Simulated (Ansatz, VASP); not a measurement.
**Pt: VASP beside Ansatz**

INCAR

```
AGGAC = 1.0 ; AGGAX = 1.0
ALDAC = 0.0 ; ALDAX = 1.0
ALGO = Normal ; EDIFF = 1E-6
ENCUT = 570 ; GGA = B5
GGA_COMPAT = F ; ISIF = 2
ISMEAR = -1 ; LASPH = T
LCHARG = F ; LREAL = F
LWAVE = F ; NBANDS = 25
NELM = 120 ; PREC = Accurate
SIGMA = 0.1
```

File KPOINTS:

```
k-points
0
Gamma
  14 14 7
```

The input POSCAR:

```
Pt
1.0
    2.9220664920      0.0000000000      0.0000000000
   -1.4610332460      2.5305838136      0.0000000000
    0.0000000000      0.0000000000      5.0844444721
Pt
2
Direct
    0.3333333333      0.6666666667      0.2500000000
    0.6666666667      0.3333333333      0.7500000000
```

Input for Ansatz:

```yaml
crystal:
  lattice:
    - [2.922066492, 0.0, 0.0]
    - [-1.461033246, 2.5305838136, 0.0]
    - [0.0, 0.0, 5.0844444721]
  atoms:
    - { symbol: Pt, position: [0.3333333333, 0.6666666667, 0.25] }
    - { symbol: Pt, position: [0.6666666667, 0.3333333333, 0.75] }
hamiltonian:
  xc: blyp
  pseudopotentials:
    kind: paw
    azcp:
      Pt: "pseudopotentials/Pt.paw.azcp"
basis:
  ecutwfc: 420
  fft_grid_basis: typed
kpoints:
  mp_grid: { grid: [14, 14, 7], shift: [0, 0, 0] }
magnetization:
  spin_polarized: false
scf:
  occupations: { method: fermi_dirac, width: 0.1 }
  lower_state_search: "off"
output:
  stress: true
  write_density: true
  write_potential: true
  elf: true
  volumetric_format: npy
```

Alike in both runs: task single point; functional BLYP; k mesh 14 × 14 × 7; occupations fermi-dirac, width 0.1 eV; no spin polarisation.

|  | VASP | Ansatz |
| --- | --- | --- |
| version | VASP 6.6.1 | Ansatz 0.2.0 |
| potentials or method | VASP PAW PBE potentials, release 64 (Pt_sv_GW), cutoff 570 eV | plane waves (420 eV) with PAW, scalar-relativistic |
| valence electrons in the cell | 36 | 36 |

```tsv
	VASP	Ansatz	Ansatz less VASP
pressure (GPa)	-16.4	-15.9	+0.47
traceless stress, the component that is largest in VASP (GPa)	1.36	1.48	+0.116
```

VASP's potentials were made for PBE, not for BLYP.

Spin-orbit coupling is off throughout.
